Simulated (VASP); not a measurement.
# Si3Ge (Pm-3n) in VASP: a series of runs

Runs on Si3Ge. Level: PBE. Tasks: single point, relaxation of cell and atoms.

Program: VASP 6.6.1. These are calculated values, not measurements. Logs are shortened: lines on timing, memory, paths and dates and some standing lists are left out, and cuts for length are marked.

### 1 The cell of the first run

It takes space group Pm-3n (No. 223, cubic). Conventional cell: a = 4.822 Å, b = 4.822 Å, c = 4.822 Å, α = 90.00°, β = 90.00°, γ = 90.00°. Within 3.2 Å of Si (site symmetry -4m2) lie 10 Si at 2.41 to 2.95 Å and 4 Ge at 2.70 Å. Ge (site symmetry m-3) has 12 Si at 2.70 Å within 3.6 Å.

The cell was built from a structure type or drawn by symmetry, and may not be a known phase.

### 2 Single point, PBE

INCAR reads:

```
ALGO = Normal
EDIFF = 1E-6
ENCUT = 520
GGA = PE
ISIF = 2
ISMEAR = 0
LASPH = True
LCHARG = True
LELF = True
LREAL = False
LVHAR = True
LWAVE = False
NBANDS = 36
NELM = 60
PREC = Accurate
SIGMA = 0.1
```

KPOINTS reads:

```
k-points
0
Gamma
  4 4 4
```

POSCAR reads:

```
Si3Ge
1.0
    4.8224428500      0.0000000000      0.0000000000
    0.0000000000      4.8224428500      0.0000000000
    0.0000000000      0.0000000000      4.8224428500
Si Ge
6 2
Direct
    0.5000000000      0.2500000000      0.0000000000
    0.5000000000      0.7500000000      0.0000000000
    0.2500000000      0.0000000000      0.5000000000
    0.7500000000      0.0000000000      0.5000000000
    0.0000000000      0.5000000000      0.2500000000
    0.0000000000      0.5000000000      0.7500000000
    0.5000000000      0.5000000000      0.5000000000
    0.0000000000      0.0000000000      0.0000000000
```

Potentials or basis: VASP PAW PBE potentials, release 64 (Si, Ge_d).

Command:

```bash
$ cat potpaw_PBE.64/Si/POTCAR potpaw_PBE.64/Ge_d/POTCAR > POTCAR
$ mpirun -np 1 vasp_std > vasp.out
```

OUTCAR:

```text
EDIFF = 1E-6
   ENCUT = 520
   GGA = PE
   ISIF = 2
   ISMEAR = 0
   LASPH = True
   LREAL = False
   NELM = 60
   PREC = Accurate

 ion  position               nearest neighbor table
   1  0.500  0.250  0.000-   2 2.41   2 2.41   8 2.70   7 2.70   7 2.70   8 2.70   4 2.95   3 2.95
                             4 2.95   5 2.95   6 2.95   5 2.95   6 2.95   3 2.95
   2  0.500  0.750  0.000-   1 2.41   1 2.41   8 2.70   7 2.70   7 2.70   8 2.70   4 2.95   3 2.95
                             4 2.95   5 2.95   6 2.95   5 2.95   6 2.95   3 2.95
   3  0.250  0.000  0.500-   4 2.41   4 2.41   8 2.70   8 2.70   7 2.70   7 2.70   1 2.95   1 2.95
                             2 2.95   5 2.95   5 2.95   6 2.95   6 2.95   2 2.95
   4  0.750  0.000  0.500-   3 2.41   3 2.41   8 2.70   8 2.70   7 2.70   7 2.70   1 2.95   1 2.95
                             2 2.95   5 2.95   5 2.95   6 2.95   6 2.95   2 2.95
   5  0.000  0.500  0.250-   6 2.41   6 2.41   8 2.70   7 2.70   8 2.70   7 2.70   3 2.95   4 2.95
                             3 2.95   4 2.95   1 2.95   1 2.95   2 2.95   2 2.95
   6  0.000  0.500  0.750-   5 2.41   5 2.41   8 2.70   7 2.70   8 2.70   7 2.70   3 2.95   4 2.95
                             3 2.95   4 2.95   1 2.95   1 2.95   2 2.95   2 2.95
   7  0.500  0.500  0.500-   1 2.70   2 2.70   3 2.70   4 2.70   5 2.70   6 2.70   1 2.70   2 2.70
                             3 2.70   4 2.70   5 2.70   6 2.70
   8  0.000  0.000  0.000-   1 2.70   2 2.70   3 2.70   4 2.70   5 2.70   6 2.70   3 2.70   4 2.70
                             5 2.70   6 2.70   1 2.70   2 2.70

  LATTYP: Found a simple cubic cell.
 ALAT       =     4.8224428500

  Lattice vectors:

 A1 = (   4.8224428500,   0.0000000000,   0.0000000000)
 A2 = (   0.0000000000,   4.8224428500,   0.0000000000)
 A3 = (   0.0000000000,   0.0000000000,   4.8224428500)

Analysis of symmetry for initial positions (statically):
=====================================================================
 Subroutine PRICEL returns:
 Original cell was already a primitive cell.

 Routine SETGRP: Setting up the symmetry group for a
 simple cubic supercell.

 Subroutine GETGRP returns: Found 48 space group operations
 (whereof 24 operations were pure point group operations)
 out of a pool of 48 trial point group operations.

The static configuration has the point symmetry T_h .
 The point group associated with its full space group is O_h .

Analysis of symmetry for dynamics (positions and initial velocities):
=====================================================================
 Subroutine PRICEL returns:
 Original cell was already a primitive cell.

 Routine SETGRP: Setting up the symmetry group for a
 simple cubic supercell.

 Subroutine GETGRP returns: Found 48 space group operations
 (whereof 24 operations were pure point group operations)
 out of a pool of 48 trial point group operations.

The dynamic configuration has the point symmetry T_h .
 The point group associated with its full space group is O_h .

 Subroutine INISYM returns: Found 48 space group operations
 (whereof 24 operations are pure point group operations),
 and found     1 'primitive' translations

----------------------------------------------------------------------------------------

                                     Primitive cell

  volume of cell :     112.1505

  direct lattice vectors                    reciprocal lattice vectors
     4.822442850  0.000000000  0.000000000     0.207363785  0.000000000  0.000000000
     0.000000000  4.822442850  0.000000000     0.000000000  0.207363785  0.000000000
     0.000000000  0.000000000  4.822442850     0.000000000  0.000000000  0.207363785

  length of vectors
     4.822442850  4.822442850  4.822442850     0.207363785  0.207363785  0.207363785

  position of ions in fractional coordinates (direct lattice)
     0.500000000  0.250000000  0.000000000
     0.500000000  0.750000000  0.000000000
     0.250000000  0.000000000  0.500000000
     0.750000000  0.000000000  0.500000000
     0.000000000  0.500000000  0.250000000
     0.000000000  0.500000000  0.750000000
     0.500000000  0.500000000  0.500000000
     0.000000000  0.000000000  0.000000000

  ion indices of the primitive-cell ions
   primitive index   ion index
                 1           1
                 2           2
                 3           3
                 4           4
                 5           5
                 6           6
                 7           7
                 8           8

----------------------------------------------------------------------------------------

 KPOINTS: k-points

Automatic generation of k-mesh.
 Grid dimensions read from file:
 generate k-points for:    4    4    4

 Generating k-lattice:

  Cartesian coordinates                     Fractional coordinates (reciprocal lattice)
     0.051840946  0.000000000  0.000000000     0.250000000  0.000000000  0.000000000
     0.000000000  0.051840946  0.000000000     0.000000000  0.250000000  0.000000000
     0.000000000  0.000000000  0.051840946     0.000000000  0.000000000  0.250000000

  Length of vectors
     0.051840946  0.051840946  0.051840946

  Shift w.r.t. Gamma in fractional coordinates (k-lattice)
     0.000000000  0.000000000  0.000000000

 Subroutine IBZKPT returns following result:
 ===========================================

 Found     10 irreducible k-points:

 Following reciprocal coordinates:
            Coordinates               Weight
  0.000000  0.000000  0.000000      1.000000
  0.250000  0.000000  0.000000      6.000000
  0.500000  0.000000  0.000000      3.000000
  0.250000  0.250000  0.000000     12.000000
  0.500000  0.250000  0.000000     12.000000
  0.500000  0.500000  0.000000      3.000000
  0.250000  0.250000  0.250000      8.000000
  0.500000  0.250000  0.250000     12.000000
  0.500000  0.500000  0.250000      6.000000
  0.500000  0.500000  0.500000      1.000000
   k-points           NKPTS =     10   k-points in BZ     NKDIM =     10   number of bands    NBANDS=     36
   number of dos      NEDOS =    301   number of ions     NIONS =      8
   total plane-waves  NPLWV =  46656
   dimension x,y,z NGX =    36 NGY =   36 NGZ =   36
   dimension x,y,z NGXF=    72 NGYF=   72 NGZF=   72
   ions per type =               6   2
   NGX,Y,Z   is equivalent  to a cutoff of  12.41, 12.41, 12.41 a.u.
   NGXF,Y,Z  is equivalent  to a cutoff of  24.82, 24.82, 24.82 a.u.
 SYSTEM =  unknown system
   PREC   = accura    normal or accurate (medium, high low for compatibility)
   ISTART =      0    job   : 0-new  1-cont  2-samecut
   ICHARG =      2    charge: 1-file 2-atom 10-const
   ISPIN  =      1    spin polarized calculation?
   LNONCOLLINEAR =      F non collinear calculations
   LSORBIT =      F    spin-orbit coupling
   LASPH  =      T    aspherical Exc in radial PAW
   ENCUT  =  520.0 eV  38.22 Ry    6.18 a.u.   8.97  8.97  8.97*2*pi/ulx,y,z
   NELM   =     60;   NELMIN=  2; NELMDL= -5     # of ELM steps
   EDIFF  = 0.1E-05   stopping-criterion for ELM
   LREAL  =      F    real-space projection
   EDIFFG = 0.1E-04   stopping-criterion for IOM
   NSW    =      0    number of steps for IOM
   IBRION =     -1    ionic relax: 0-MD 1-quasi-New 2-CG
   NFREE  =      0    steps in history (QN), initial steepest desc. (CG)
   ISIF   =      2    stress and relaxation
   ISYM   =      2    0-nonsym 1-usesym 2-fastsym
   POTIM  = 0.5000    time-step for ionic-motion
   TEBEG  =    0.0;   TEEND  =   0.0 temperature during run
   PSTRESS=    0.0 pullay stress
   NELECT =      52.0000    total number of electrons
   NUPDOWN=      -1.0000    fix difference up-down
   EMIN   =  10.00;   EMAX   =-10.00  energy-range for DOS
   EFERMI =   0.00;   METHOD = LEGACY
   ISMEAR =     0;   SIGMA  =   0.10  broadening in eV -4-tet -1-fermi 0-gaus
   EFERMI_NEDOS =   21; number of points for ismear=-14 and -15
   IALGO  =     38    algorithm
   IMIX   =      4    mixing-type and parameters
     AMIX     =   0.40;   BMIX     =  1.00
     AMIX_MAG =   1.60;   BMIX_MAG =  1.00
  volume/ion in A,a.u.               =      14.02        94.60
  Fermi-wavevector in a.u.,A,eV,Ry     =   1.267094  2.394461 21.844526  1.605527
  Thomas-Fermi vector in A             =   2.400260
   LORBIT       =      0    0 simple, 1 ext, 2 COOP (PROOUT), +10 PAW based schemes
   GGA     = PE    functional components
   LHFCALC =     F    Hartree Fock is set to
   AEXX    =    0.0000 exact exchange contribution
   IVDW    =     0    specifies the selected vdW correction
   LEPSILON=     F    determine dielectric tensor
   LRPA    =     F    only Hartree local field effects (RPA)
 non-spin polarized calculation
 Gauss-broadening in eV      SIGMA  =   0.10
  energy-cutoff  :      520.00
  volume of cell :      112.15
 maximum number of plane-waves:      3050
 NGX is ok and might be reduce to    36
   NGX = 17   NGY = 17   NGZ = 17

 number of electron      51.9999944 magnetization

 Free energy of the ion-electron system (eV)
  ---------------------------------------------------
  ext. energy  EPLUGINS =         0.00000000
  ---------------------------------------------------
  free energy    TOTEN  =       -35.68954819 eV

  energy without entropy =      -35.68135747  energy(sigma->0) =      -35.68545283

 E-fermi :  10.5599     XC(G=0): -11.7070

 val. band max:       10.3168242781   @ k =   0.5000   0.2500   0.2500
 cond. band min:      10.5869111197   @ k =   0.5000   0.0000   0.0000
 fundamental gap:      0.2700868415
 Fermi energy:        10.5599067069

 k-point     1 :       0.0000    0.0000    0.0000
  band No.  band energies     occupation
      1     -14.3098      2.00000
      2     -14.3098      2.00000
      3     -14.3034      2.00000
      4     -14.3034      2.00000
      5     -14.2993      2.00000
      6     -14.2993      2.00000
[... 28 lines left out ...]
     35      14.0597      0.00000
     36      14.0597      0.00000
[... 320 lines left out ...]
      6     -14.2970      2.00000
[... 28 lines left out ...]
     35      12.6852      0.00000
     36      12.6861      0.00000

------------------------ aborting loop because EDIFF is reached ----------------------------------------

  FORCE on cell =-STRESS in cart. coord.  units (eV):
  Direction    XX          YY          ZZ          XY          YZ          ZX
  --------------------------------------------------------------------------------------
  -------------------------------------------------------------------------------------
  Total       11.1568743     11.1568743     11.1568743      0.0000000      0.0000000      0.0000000
  in kB      159.3866175    159.3866175    159.3866175      0.0000000      0.0000000      0.0000000
  external PRESSURE =     159.3866175 kB  Pullay stress =       0.0000000 kB

 VOLUME and BASIS-vectors are now :
 -----------------------------------------------------------------------------
  energy-cutoff  :      520.00
  volume of cell :      112.15
      direct lattice vectors                 reciprocal lattice vectors
     4.822442850  0.000000000  0.000000000     0.207363785  0.000000000  0.000000000
     0.000000000  4.822442850  0.000000000     0.000000000  0.207363785  0.000000000
     0.000000000  0.000000000  4.822442850     0.000000000  0.000000000  0.207363785

 POSITION                                       TOTAL-FORCE (eV/Angst)
 -----------------------------------------------------------------------------------
      2.41122      1.20561      0.00000         0.000000      0.000000      0.000000
      2.41122      3.61683      0.00000        -0.000000     -0.000000     -0.000000
      1.20561      0.00000      2.41122         0.000000     -0.000000     -0.000000
      3.61683      0.00000      2.41122        -0.000000     -0.000000      0.000000
      0.00000      2.41122      1.20561         0.000000     -0.000000     -0.000000
      0.00000      2.41122      3.61683        -0.000000      0.000000      0.000000
      2.41122      2.41122      2.41122         0.000000      0.000000     -0.000000
      0.00000      0.00000      0.00000         0.000000      0.000000     -0.000000
 -----------------------------------------------------------------------------------
    total drift:                                0.000000      0.000000      0.000000

  FREE ENERGIE OF THE ION-ELECTRON SYSTEM (eV)
  ---------------------------------------------------
  free  energy   TOTEN  =       -35.6895481928 eV

  energy  without entropy=      -35.6813574698  energy(sigma->0) =      -35.68545283
```

It took 26 s on 1 thread of Intel Xeon 6975P-C (Granite Rapids), shared host; peak memory 0.21 GiB.

Results:

| Item | Value |
| --- | --- |
| Free energy | -35.6895 eV |
| Pressure | 15.9 GPa |
| Band gap on the k mesh | zero (bands 26 and 27 overlap by 3.22 eV) |

Levels at points of the mesh, in eV from the Fermi level:
```tsv
k point	band 22	band 23	band 24	band 25	band 26	band 27	band 28	band 29	band 30	band 31
(0.00, 0.00, 0.00)	-3.05	-3.05	-2.15	-2.15	-2.15	-1.41	-1.41	-1.41	0.80	3.42
(0.50, 0.00, 0.00)	-2.46	-1.14	-1.14	-1.05	-1.05	-0.89	-0.89	0.03	0.03	3.67
(0.50, 0.50, 0.00)	-4.63	0.06	0.24	0.31	0.36	0.36	0.57	0.59	0.59	3.92
(0.50, 0.50, 0.50)	1.28	1.28	1.28	1.82	1.82	1.82	1.82	1.89	1.89	1.89
```

Caveat: the cell stands under pressure.

### 3 Single point, PBE

This run uses another cell than the first one, of 16.20 Å³/atom.

INCAR reads:

```
PREC = Accurate ; ENCUT = 520
EDIFF = 1E-6 ; ISMEAR = 0
SIGMA = 0.1 ; LREAL = F
LASPH = T ; NELM = 80
ALGO = Normal ; ISIF = 2
LWAVE = F ; LCHARG = F
GGA = PE ; NBANDS = 36
```

KPOINTS reads:

```
Automatic mesh
0
Gamma
  4 4 4
```

Changes to POSCAR since step 2:

```diff
@@ -2,5 +2,5 @@
 1.0
-    4.8224428500      0.0000000000      0.0000000000
-    0.0000000000      4.8224428500      0.0000000000
-    0.0000000000      0.0000000000      4.8224428500
+    5.0609668746      0.0000000000      0.0000000000
+    0.0000000000      5.0609668746      0.0000000000
+    0.0000000000      0.0000000000      5.0609668746
 Si Ge
```

Potentials or basis: VASP PAW PBE potentials, release 64 (Si, Ge_d).

Command:

```bash
$ cat potpaw_PBE.64/Si/POTCAR potpaw_PBE.64/Ge_d/POTCAR > POTCAR
$ mpirun -np 1 vasp_std > vasp.out
```

It took 26 s on 1 thread of Intel Xeon 6975P-C (Granite Rapids), shared host; peak memory 0.25 GiB.

It converged, with:

| Item | Value |
| --- | --- |
| Free energy | -36.4764 eV |
| Pressure | 0.1 GPa |
| Band gap on the k mesh | zero (bands 26 and 27 overlap by 2.53 eV) |

Levels at points of the mesh, in eV from the Fermi level:
| k point | band 23 | band 24 | band 25 | band 26 | band 27 | band 28 | band 29 | band 30 |
| --- | --- | --- | --- | --- | --- | --- | --- | --- |
| (0.00, 0.00, 0.00) | -2.43 | -2.20 | -2.20 | -2.20 | -0.93 | -0.93 | -0.93 | 0.39 |
| (0.50, 0.00, 0.00) | -1.29 | -1.29 | -0.90 | -0.90 | -0.45 | -0.45 | 0.36 | 0.36 |
| (0.50, 0.50, 0.00) | -0.04 | 0.07 | 0.36 | 0.36 | 0.55 | 0.58 | 0.58 | 0.90 |
| (0.50, 0.50, 0.50) | 1.18 | 1.18 | 1.50 | 1.50 | 1.61 | 1.61 | 1.61 | 1.61 |

### 4 Single point, PBE

This run uses another cell than the first one, of 16.35 Å³/atom.

INCAR reads:

```
PREC = Accurate ; ENCUT = 520
EDIFF = 1E-7 ; ISMEAR = 0
SIGMA = 0.1 ; LREAL = F
LASPH = T ; NELM = 100
ALGO = Normal ; ISIF = 2
LWAVE = F ; LCHARG = F
GGA = PE ; NBANDS = 36
```

KPOINTS reads:

```
regular mesh
0
Gamma
  8 8 8
```

Changes to POSCAR since step 3:

```diff
@@ -2,5 +2,5 @@
 1.0
-    5.0609668746      0.0000000000      0.0000000000
-    0.0000000000      5.0609668746      0.0000000000
-    0.0000000000      0.0000000000      5.0609668746
+    5.0760175477      0.0000000000      0.0000000000
+    0.0000000000      5.0760175477      0.0000000000
+    0.0000000000      0.0000000000      5.0760175477
 Si Ge
```

Command:

```bash
$ cat potpaw_PBE.64/Si/POTCAR potpaw_PBE.64/Ge_d/POTCAR > POTCAR
$ mpirun -np 1 vasp_std > vasp.out
```

Run time: 1.7 min. Hardware: 1 thread of Intel Xeon 6975P-C (Granite Rapids), shared host; peak memory 0.31 GiB.

It converged, with:

| Property | Result |
| --- | --- |
| Free energy | -36.6109 eV |
| Pressure | 0.0 GPa |
| Band gap on the k mesh | zero (bands 26 and 27 overlap by 2.50 eV) |

Levels at points of the mesh, in eV from the Fermi level:
| k point | band 24 | band 25 | band 26 | band 27 | band 28 | band 29 |
| --- | --- | --- | --- | --- | --- | --- |
| (0.00, 0.00, 0.00) | -2.28 | -2.28 | -2.28 | -0.98 | -0.98 | -0.98 |
| (0.50, 0.00, 0.00) | -1.37 | -0.97 | -0.97 | -0.50 | -0.50 | 0.30 |
| (0.50, 0.50, 0.00) | -0.01 | 0.28 | 0.28 | 0.49 | 0.50 | 0.50 |
| (0.50, 0.50, 0.50) | 1.09 | 1.39 | 1.39 | 1.54 | 1.54 | 1.54 |

### 5 Relaxation of cell and atoms, PBE

INCAR reads:

```
SYSTEM = Si3Ge
  PREC = Accurate
  ENCUT = 600
  EDIFF = 1E-6
  ISMEAR = 0
  SIGMA = 0.1
  LREAL = .FALSE.
  LASPH = .TRUE.
  NELM = 100
  ALGO = Normal
  ISIF = 3
  LWAVE = .FALSE.
  LCHARG = .FALSE.
  GGA = PE
  IBRION = 2
  NSW = 90
  EDIFFG = -0.04
```

KPOINTS reads:

```
Automatic mesh
0
G
  4 4 4
  0 0 0
```

Changes to POSCAR since step 4:

```diff
@@ -2,5 +2,5 @@
 1.0
-    5.0760175477      0.0000000000      0.0000000000
-    0.0000000000      5.0760175477      0.0000000000
-    0.0000000000      0.0000000000      5.0760175477
+    4.8224428500      0.0000000000      0.0000000000
+    0.0000000000      4.8224428500      0.0000000000
+    0.0000000000      0.0000000000      4.8224428500
 Si Ge
```

Command:

```bash
$ cat potpaw_PBE.64/Si/POTCAR potpaw_PBE.64/Ge_d/POTCAR > POTCAR
$ mpirun -np 1 vasp_std > vasp.out
```

Run time: 64 s. Hardware: 1 thread of Intel Xeon 6975P-C (Granite Rapids), shared host; peak memory 0.26 GiB.

Results (log left out):

- Free energy: -36.4757 eV
- Relaxed volume: 16.23 Å³/atom
- Relaxed cell: a = 5.063 Å, b = 5.063 Å, c = 5.063 Å, α = 90.00°, β = 90.00°, γ = 90.00°
- Space group after relaxing (to 0.1 Å): Pm-3n (No. 223)
- Energy gained by relaxing: 98.2 meV/atom
- Ionic steps: 3
- Pressure after relaxing: 0.0 GPa
- Band gap on the k mesh: zero (bands 26 and 27 overlap by 2.53 eV)

The path:
| step | energy change (eV) | largest force (eV/Å) | pressure (GPa) | volume (Å³) |
| --- | --- | --- | --- | --- |
| 1 | 0.0000 | 0.0000 | 15.95 | 112.15 |
| 2 | -0.7095 | 0.0000 | -3.54 | 136.37 |
| 3 | -0.7853 | 0.0000 | 0.01 | 129.81 |

Final structure:
```cif
data_structure
_symmetry_space_group_name_H-M 'P 1'
_symmetry_Int_Tables_number 1
_cell_length_a 5.0633
_cell_length_b 5.0633
_cell_length_c 5.0633
_cell_angle_alpha 90.000
_cell_angle_beta 90.000
_cell_angle_gamma 90.000
_cell_volume 129.81
loop_
_atom_site_label
_atom_site_type_symbol
_atom_site_fract_x
_atom_site_fract_y
_atom_site_fract_z
_atom_site_occupancy
Si1 Si 0.50000 0.25000 0.00000 1
Si2 Si 0.50000 0.75000 0.00000 1
Si3 Si 0.25000 0.00000 0.50000 1
Si4 Si 0.75000 0.00000 0.50000 1
Si5 Si 0.00000 0.50000 0.25000 1
Si6 Si 0.00000 0.50000 0.75000 1
Ge1 Ge 0.50000 0.50000 0.50000 1
Ge2 Ge 0.00000 0.00000 0.00000 1
```

Levels at points of the mesh, in eV from the Fermi level:
```csv
k point,band 23,band 24,band 25,band 26,band 27,band 28,band 29,band 30
"(0.00, 0.00, 0.00)",-2.43,-2.20,-2.20,-2.20,-0.93,-0.93,-0.93,0.39
"(0.50, 0.00, 0.00)",-1.29,-1.29,-0.90,-0.90,-0.45,-0.45,0.36,0.36
"(0.50, 0.50, 0.00)",-0.04,0.07,0.36,0.36,0.55,0.58,0.58,0.90
"(0.50, 0.50, 0.50)",1.18,1.18,1.49,1.49,1.61,1.61,1.61,1.61
```

Caveat: the volume moved by over 15 % at a fixed basis, so the end points are rough.

(Part 1 of 2 ends here.)
